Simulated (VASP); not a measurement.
A run of VASP 6.6.1:

File INCAR:

```
SYSTEM = BP
  PREC = Accurate
  ENCUT = 600
  EDIFF = 1E-8
  ISMEAR = 0
  SIGMA = 0.01
  LREAL = .False.
  LASPH = .True.
  NELM = 100
  ALGO = Normal
  ISIF = 3
  LWAVE = .False.
  LCHARG = .False.
  IBRION = 6
  NFREE = 2
  POTIM = 0.015
  NSW = 1
```

The input KPOINTS:

```
regular mesh
0
Gamma
  10 10 10
  0 0 0
```

Contents of POSCAR:

```
BP
1.0
    0.0000000000      2.2453815682      2.2453815682
    2.2453815682      0.0000000000      2.2453815682
    2.2453815682      2.2453815682      0.0000000000
B P
1 1
Direct
    0.0000000000      0.0000000000      0.0000000000
    0.7500000000      0.7500000000      0.7500000000
```

Potentials or basis: VASP PAW LDA potentials, release 64 (B, P).

Run with:

```bash
$ cat potpaw_LDA.64/B/POTCAR potpaw_LDA.64/P/POTCAR > POTCAR
$ mpirun -np 1 vasp_std > vasp.out
```

Hardware: 1 thread of Intel Xeon 8259CL, with other jobs on the host.

Question: Estimate the wall time of this run.

Answer: It took 7.5 min on 1 thread of Intel Xeon 8259CL (shared host), peak memory 0.26 GiB. Counts: scf iterations 148, k points 47.
